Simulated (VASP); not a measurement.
# AlGaN2 (P-4m2) in VASP: notebook

Runs on AlGaN2. Level: r2SCAN. Tasks: single point.

Program: VASP 6.6.1. These are calculated values, not measurements. Logs are shortened: lines on timing, memory, paths and dates and some standing lists are left out, and cuts for length are marked.

**1. The cell of the first run**

The structure is tetragonal, space group P-4m2 (No. 115). Conventional cell: a = 3.013 Å, b = 3.013 Å, c = 4.528 Å, α = 90.00°, β = 90.00°, γ = 90.00°. Al (site symmetry -4m2) has 4 N at 1.86 Å within 2.5 Å. Ga (site symmetry -4m2) has 4 N at 1.91 Å within 2.5 Å. N (site symmetry 2mm) has 2 Al at 1.86 Å and 2 Ga at 1.91 Å within 2.5 Å.

**2. Single point, r2SCAN (biaxial strain in the a-b plane: -4.0 %)**

The input, POSCAR:

```
AlGaN2
1.0
    3.0129853682      0.0000000000      0.0000000000
    0.0000000000      3.0129853682      0.0000000000
    0.0000000000      0.0000000000      4.5284933015
Al Ga N
1 1 2
Direct
    0.5000000000      0.5000000000      0.5000000000
    0.0000000000      0.0000000000      0.0000000000
    0.5000000000      0.0000000000      0.7396043043
    0.0000000000      0.5000000000      0.2603956957
```

The input, INCAR.step1:

```
PREC = Accurate
ENCUT = 1460
ISMEAR = 0
SIGMA = 0.02
LREAL = False
LASPH = True
NELM = 120
NBANDS = 21
GGA = PE
ALGO = Normal
EDIFF = 1E-5
LWAVE = True
LCHARG = False
GGA_COMPAT = False
```

The input, INCAR.step2:

```
PREC = Accurate
ENCUT = 1460
EDIFF = 1E-6
ISMEAR = 0
SIGMA = 0.02
LREAL = False
LASPH = True
NELM = 120
ALGO = Normal
ISIF = 2
LWAVE = False
LCHARG = False
METAGGA = R2SCAN
LMIXTAU = True
NBANDS = 21
ISTART = 1
GGA_COMPAT = False
```

The input, KPOINTS:

```
regular mesh
0
Gamma
  8 8 6
```

Potentials or basis: VASP PAW PBE potentials, release 64 (Al, Ga_d, N_h).

On the command line:

```bash
$ cat potpaw_PBE.64/Al/POTCAR potpaw_PBE.64/Ga_d/POTCAR potpaw_PBE.64/N_h/POTCAR > POTCAR
$ cp INCAR.step1 INCAR
$ mpirun -np 1 vasp_std > vasp.out
$ cp INCAR.step2 INCAR
$ mpirun -np 1 vasp_std > vasp.out
```

OUTCAR:

```text
PREC = Accurate
   ENCUT = 1460
   EDIFF = 1E-6
   ISMEAR = 0
   LREAL = False
   LASPH = True
   NELM = 120
   ISIF = 2
   METAGGA = R2SCAN
   ISTART = 1

 ion  position               nearest neighbor table
   1  0.500  0.500  0.500-   3 1.86   4 1.86   3 1.86   4 1.86   2 3.11   2 3.11   2 3.11   2 3.11
                             2 3.11   2 3.11   2 3.11   2 3.11
   2  0.000  0.000  0.000-   3 1.91   4 1.91   4 1.91   3 1.91   1 3.11   1 3.11   1 3.11   1 3.11
                             1 3.11   1 3.11   1 3.11   1 3.11
   3  0.500  0.000  0.740-   1 1.86   1 1.86   2 1.91   2 1.91
   4  0.000  0.500  0.260-   1 1.86   1 1.86   2 1.91   2 1.91

  LATTYP: Found a simple tetragonal cell.
 ALAT       =     3.0129853682
 C/A-ratio  =     1.5029921318

  Lattice vectors:

 A1 = (   3.0129853682,   0.0000000000,   0.0000000000)
 A2 = (   0.0000000000,   3.0129853682,   0.0000000000)
 A3 = (   0.0000000000,   0.0000000000,   4.5284933015)

Analysis of symmetry for initial positions (statically):
=====================================================================
 Subroutine PRICEL returns:
 Original cell was already a primitive cell.

 Routine SETGRP: Setting up the symmetry group for a
 simple tetragonal supercell.

 Subroutine GETGRP returns: Found  8 space group operations
 (whereof  8 operations were pure point group operations)
 out of a pool of 16 trial point group operations.

The static configuration has the point symmetry D_2d.

Analysis of symmetry for dynamics (positions and initial velocities):
=====================================================================
 Subroutine PRICEL returns:
 Original cell was already a primitive cell.

 Routine SETGRP: Setting up the symmetry group for a
 simple tetragonal supercell.

 Subroutine GETGRP returns: Found  8 space group operations
 (whereof  8 operations were pure point group operations)
 out of a pool of 16 trial point group operations.

The dynamic configuration has the point symmetry D_2d.

 Subroutine INISYM returns: Found  8 space group operations
 (whereof  8 operations are pure point group operations),
 and found     1 'primitive' translations

----------------------------------------------------------------------------------------

                                     Primitive cell

  volume of cell :      41.1100

  direct lattice vectors                    reciprocal lattice vectors
     3.012985368  0.000000000  0.000000000     0.331896733  0.000000000  0.000000000
     0.000000000  3.012985368  0.000000000     0.000000000  0.331896733  0.000000000
     0.000000000  0.000000000  4.528493302     0.000000000  0.000000000  0.220823999

  length of vectors
     3.012985368  3.012985368  4.528493302     0.331896733  0.331896733  0.220823999

  position of ions in fractional coordinates (direct lattice)
     0.500000000  0.500000000  0.500000000
     0.000000000  0.000000000  0.000000000
     0.500000000  0.000000000  0.739604304
     0.000000000  0.500000000  0.260395696

  ion indices of the primitive-cell ions
   primitive index   ion index
                 1           1
                 2           2
                 3           3
                 4           4

----------------------------------------------------------------------------------------

 KPOINTS: regular mesh

Automatic generation of k-mesh.
 Grid dimensions read from file:
 generate k-points for:    8    8    6

 Generating k-lattice:

  Cartesian coordinates                     Fractional coordinates (reciprocal lattice)
     0.041487092  0.000000000  0.000000000     0.125000000  0.000000000  0.000000000
     0.000000000  0.041487092  0.000000000     0.000000000  0.125000000  0.000000000
     0.000000000  0.000000000  0.036804000     0.000000000  0.000000000  0.166666667

  Length of vectors
     0.041487092  0.041487092  0.036804000

  Shift w.r.t. Gamma in fractional coordinates (k-lattice)
     0.000000000  0.000000000  0.000000000

 Subroutine IBZKPT returns following result:
 ===========================================

 Found     60 irreducible k-points:

 Following reciprocal coordinates:
            Coordinates               Weight
  0.000000  0.000000  0.000000      1.000000
  0.125000  0.000000  0.000000      4.000000
  0.250000  0.000000  0.000000      4.000000
  0.375000  0.000000  0.000000      4.000000
  0.500000  0.000000  0.000000      2.000000
  0.125000  0.125000  0.000000      4.000000
[... 16 lines left out ...]
  0.375000  0.125000  0.166667     16.000000
  0.500000  0.125000  0.166667      8.000000
 [... further k-points ...]
   k-points           NKPTS =     60   k-points in BZ     NKDIM =     60   number of bands    NBANDS=     21
   number of dos      NEDOS =    301   number of ions     NIONS =      4
   total plane-waves  NPLWV =  89600
   dimension x,y,z NGX =    40 NGY =   40 NGZ =   56
   dimension x,y,z NGXF=    80 NGYF=   80 NGZF=  112
   ions per type =               1   1   2
   NGX,Y,Z   is equivalent  to a cutoff of  22.07, 22.07, 20.56 a.u.
   NGXF,Y,Z  is equivalent  to a cutoff of  44.14, 44.14, 41.12 a.u.
 SYSTEM =  unknown system
   PREC   = accura    normal or accurate (medium, high low for compatibility)
   ISTART =      1    job   : 0-new  1-cont  2-samecut
   ICHARG =      0    charge: 1-file 2-atom 10-const
   ISPIN  =      1    spin polarized calculation?
   LNONCOLLINEAR =      F non collinear calculations
   LSORBIT =      F    spin-orbit coupling
   LASPH  =      T    aspherical Exc in radial PAW
   ENCUT  = 1460.0 eV 107.31 Ry   10.36 a.u.   9.39  9.39 14.11*2*pi/ulx,y,z
   NELM   =    120;   NELMIN=  2; NELMDL=  0     # of ELM steps
   EDIFF  = 0.1E-05   stopping-criterion for ELM
   LREAL  =      F    real-space projection
   EDIFFG = 0.1E-04   stopping-criterion for IOM
   NSW    =      0    number of steps for IOM
   IBRION =     -1    ionic relax: 0-MD 1-quasi-New 2-CG
   NFREE  =      0    steps in history (QN), initial steepest desc. (CG)
   ISIF   =      2    stress and relaxation
   ISYM   =      2    0-nonsym 1-usesym 2-fastsym
   POTIM  = 0.5000    time-step for ionic-motion
   TEBEG  =    0.0;   TEEND  =   0.0 temperature during run
   PSTRESS=    0.0 pullay stress
   NELECT =      26.0000    total number of electrons
   NUPDOWN=      -1.0000    fix difference up-down
   EMIN   =  10.00;   EMAX   =-10.00  energy-range for DOS
   EFERMI =   0.00;   METHOD = LEGACY
   ISMEAR =     0;   SIGMA  =   0.02  broadening in eV -4-tet -1-fermi 0-gaus
   EFERMI_NEDOS =   21; number of points for ismear=-14 and -15
   IALGO  =     38    algorithm
   IMIX   =      4    mixing-type and parameters
     AMIX     =   0.40;   BMIX     =  1.00
     AMIX_MAG =   1.60;   BMIX_MAG =  1.00
  volume/ion in A,a.u.               =      10.28        69.36
  Fermi-wavevector in a.u.,A,eV,Ry     =   1.405238  2.655516 26.867358  1.974695
  Thomas-Fermi vector in A             =   2.527720
   LORBIT       =      0    0 simple, 1 ext, 2 COOP (PROOUT), +10 PAW based schemes
   METAGGA = R2SCAN    functional components
   LHFCALC =     F    Hartree Fock is set to
   AEXX    =    0.0000 exact exchange contribution
   IVDW    =     0    specifies the selected vdW correction
   LEPSILON=     F    determine dielectric tensor
   LRPA    =     F    only Hartree local field effects (RPA)
 non-spin polarized calculation
 Gauss-broadening in eV      SIGMA  =   0.02
  energy-cutoff  :     1460.00
  volume of cell :       41.11
 maximum number of plane-waves:      5235
 NGX is ok and might be reduce to    40
   NGX = 19   NGY = 19   NGZ = 29

 number of electron      26.0000001 magnetization

 Free energy of the ion-electron system (eV)
  ---------------------------------------------------
  ext. energy  EPLUGINS =         0.00000000
  ---------------------------------------------------
  free energy    TOTEN  =       -40.91938750 eV

  energy without entropy =      -40.91938750  energy(sigma->0) =      -40.91938750

 E-fermi :   6.5529     XC(G=0): -12.3795

 val. band max:        6.4487931648   @ k =   0.0000   0.0000   0.0000
 cond. band min:      10.1017263520   @ k =   0.5000   0.5000   0.0000
 fundamental gap:      3.6529331871
 Fermi energy:         6.5529318186

 k-point     1 :       0.0000    0.0000    0.0000
  band No.  band energies     occupation
      1     -10.3958      2.00000
      2      -8.6184      2.00000
      3      -6.9680      2.00000
      4      -6.9680      2.00000
      5      -6.9020      2.00000
      6      -6.7231      2.00000
[... 13 lines left out ...]
     20      19.9933      0.00000
     21      23.4396      0.00000

 k-point     2 :       0.1250    0.0000    0.0000
  band No.  band energies     occupation
      1     -10.2442      2.00000
      2      -8.6152      2.00000
      3      -6.9948      2.00000
      4      -6.9643      2.00000
      5      -6.8679      2.00000
      6      -6.7379      2.00000
[... 13 lines left out ...]
     20      19.7939      0.00000
     21      22.9126      0.00000

 k-point     3 :       0.2500    0.0000    0.0000
  band No.  band energies     occupation
      1      -9.8347      2.00000
      2      -8.6245      2.00000
      3      -7.0032      2.00000
      4      -6.9551      2.00000
      5      -6.7752      2.00000
      6      -6.7736      2.00000
[... 13 lines left out ...]
     20      19.5777      0.00000
     21      21.7183      0.00000
[... 457 lines left out ...]
 k-point    23 :       0.3750    0.1250    0.1667
  band No.  band energies     occupation
      1      -9.1769      2.00000
      2      -8.6733      2.00000
      3      -6.9658      2.00000
      4      -6.8901      2.00000
      5      -6.8364      2.00000
      6      -6.5234      2.00000
[... 13 lines left out ...]
     20      19.7565      0.00000
     21      20.5396      0.00000

 k-point    24 :       0.5000    0.1250    0.1667
  band No.  band energies     occupation
      1      -8.9176      2.00000
      2      -8.7488      2.00000
      3      -6.9549      2.00000
      4      -6.8653      2.00000
      5      -6.8540      2.00000
      6      -6.2560      2.00000
[... 13 lines left out ...]
     20      19.9432      0.00000
     21      20.3096      0.00000

 [... further k-points ...]

------------------------ aborting loop because EDIFF is reached ----------------------------------------

  FORCE on cell =-STRESS in cart. coord.  units (eV):
  Direction    XX          YY          ZZ          XY          YZ          ZX
  --------------------------------------------------------------------------------------
  -------------------------------------------------------------------------------------
  Total        4.3194882      4.3194882      1.6878199      0.0000000      0.0000000      0.0000000
  in kB      168.3430136    168.3430136     65.7792488      0.0000000      0.0000000      0.0000000
  external PRESSURE =     134.1550920 kB  Pullay stress =       0.0000000 kB

 VOLUME and BASIS-vectors are now :
 -----------------------------------------------------------------------------
  energy-cutoff  :     1460.00
  volume of cell :       41.11
      direct lattice vectors                 reciprocal lattice vectors
     3.012985368  0.000000000  0.000000000     0.331896733  0.000000000  0.000000000
     0.000000000  3.012985368  0.000000000     0.000000000  0.331896733  0.000000000
     0.000000000  0.000000000  4.528493302     0.000000000  0.000000000  0.220823999

 POSITION                                       TOTAL-FORCE (eV/Angst)
 -----------------------------------------------------------------------------------
      1.50649      1.50649      2.26425         0.000000      0.000000      0.000000
      0.00000      0.00000      0.00000        -0.000000     -0.000000      0.000000
      1.50649      0.00000      3.34929         0.000000     -0.000000     -0.072585
      0.00000      1.50649      1.17920         0.000000     -0.000000      0.072585
 -----------------------------------------------------------------------------------
    total drift:                               -0.000000      0.000000     -0.000000

  FREE ENERGIE OF THE ION-ELECTRON SYSTEM (eV)
  ---------------------------------------------------
  free  energy   TOTEN  =       -40.9193874952 eV

  energy  without entropy=      -40.9193874952  energy(sigma->0) =      -40.91938750
```

Run time: 15 min. Hardware: 1 thread of Intel Xeon Platinum 8259CL at 2.50GHz (Skylake/Cascade Lake), shared host; peak memory 0.49 GiB.

Results:

```
Free energy            : -40.9194 eV
Pressure               : 13.4 GPa
Largest force          : 0.073 eV/Å
Band gap on the k mesh : 3.65 eV (least direct gap 3.71 eV)
```

Forces on the atoms (eV/Å):
```
Al   0.000  0.000  0.000
Ga   0.000  0.000  0.000
N    0.000  0.000 -0.073
N    0.000  0.000  0.073
```

Caveat: the cell differs from its parent crystal (biaxial strain in the a-b plane: -4.0 %); the stress differs along the axes, from 7 to 17 GPa; the PAW data sets were made with another functional, which shifts forces and pressure a little. A k mesh can miss the band edges.

**3. Single point, r2SCAN (biaxial strain in the a-b plane: -6.0 %, then relaxed in part)**

The input, POSCAR:

```
AlGaN2
1.0
    2.9502148397      0.0000000000      0.0000000000
    0.0000000000      2.9502148397      0.0000000000
    0.0000000000      0.0000000000      4.6811381259
Al Ga N
1 1 2
Direct
    0.5000000000      0.5000000000      0.5000000000
    0.0000000000      0.0000000000      0.0000000000
    0.5000000000      0.0000000000      0.7403523178
    0.0000000000      0.5000000000      0.2596476822
```

The input, INCAR.step1:

```
SYSTEM = AlGaN2
PREC = Accurate
ENCUT = 1460
ISMEAR = 0
SIGMA = 0.02
LREAL = .False.
LASPH = .True.
NELM = 120
NBANDS = 21
GGA = PE
ALGO = Normal
EDIFF = 1E-5
LWAVE = .True.
LCHARG = .False.
GGA_COMPAT = .False.
```

The input, INCAR.step2:

```
SYSTEM = AlGaN2
PREC = Accurate
ENCUT = 1460
EDIFF = 1E-6
ISMEAR = 0
SIGMA = 0.02
LREAL = .False.
LASPH = .True.
NELM = 120
ALGO = Normal
ISIF = 2
LWAVE = .False.
LCHARG = .False.
METAGGA = R2SCAN
LMIXTAU = .True.
NBANDS = 21
ISTART = 1
GGA_COMPAT = .False.
```

The input, KPOINTS:

```
Automatic mesh
0
Gamma
  8 8 6
  0 0 0
```

Potentials or basis: VASP PAW PBE potentials, release 64 (Al, Ga_d, N_h).

On the command line:

```bash
$ cat potpaw_PBE.64/Al/POTCAR potpaw_PBE.64/Ga_d/POTCAR potpaw_PBE.64/N_h/POTCAR > POTCAR
$ cp INCAR.step1 INCAR
$ mpirun -np 1 vasp_std > vasp.out
$ cp INCAR.step2 INCAR
$ mpirun -np 1 vasp_std > vasp.out
```

Wall time 5.7 min (1 thread of Intel Xeon 6975P-C (Granite Rapids), shared host); peak memory 0.51 GiB.

It converged, with:

* Free energy: -40.7407 eV
* Pressure: 15.0 GPa
* Largest force: 0.107 eV/Å
* Band gap on the k mesh: 3.47 eV (least direct gap 3.61 eV)

Forces on the atoms (eV/Å):
```
Al   0.000  0.000  0.000
Ga   0.000  0.000  0.000
N    0.000  0.000 -0.107
N    0.000  0.000  0.107
```

Stress tensor (GPa, compression positive):
```
22.24  0.00  0.00
 0.00 22.24  0.00
 0.00  0.00  0.49
```

Levels at points of the mesh, in eV from the valence-band top:
| k point | band 10 | band 11 | band 12 | band 13 | band 14 | band 15 | band 16 | band 17 |
| --- | --- | --- | --- | --- | --- | --- | --- | --- |
| (0.00, 0.00, 0.00) | -2.07 | -0.88 | 0.00 | 0.00 | 3.61 | 4.50 | 9.90 | 12.43 |
| (0.50, 0.00, 0.00) | -3.84 | -3.83 | -0.76 | -0.34 | 7.99 | 8.21 | 9.77 | 10.18 |
| (0.50, 0.50, 0.00) | -3.03 | -2.99 | -2.99 | -2.99 | 3.47 | 3.47 | 6.46 | 9.25 |
| (0.00, 0.00, 0.50) | -1.47 | -1.47 | -0.79 | -0.79 | 5.85 | 6.01 | 8.67 | 11.27 |
| (0.50, 0.00, 0.50) | -1.64 | -1.54 | -0.75 | -0.27 | 5.64 | 6.93 | 10.32 | 10.61 |
| (0.50, 0.50, 0.50) | -4.48 | -3.72 | -3.66 | -3.66 | 6.05 | 6.05 | 9.79 | 10.36 |

Caveat: the cell differs from its parent crystal (biaxial strain in the a-b plane: -6.0 %, then relaxed in part); the stress differs along the axes, from 0 to 22 GPa; the PAW data sets were made with another functional, which shifts forces and pressure a little. A k mesh can miss the band edges.

[end of part 1 of 2]
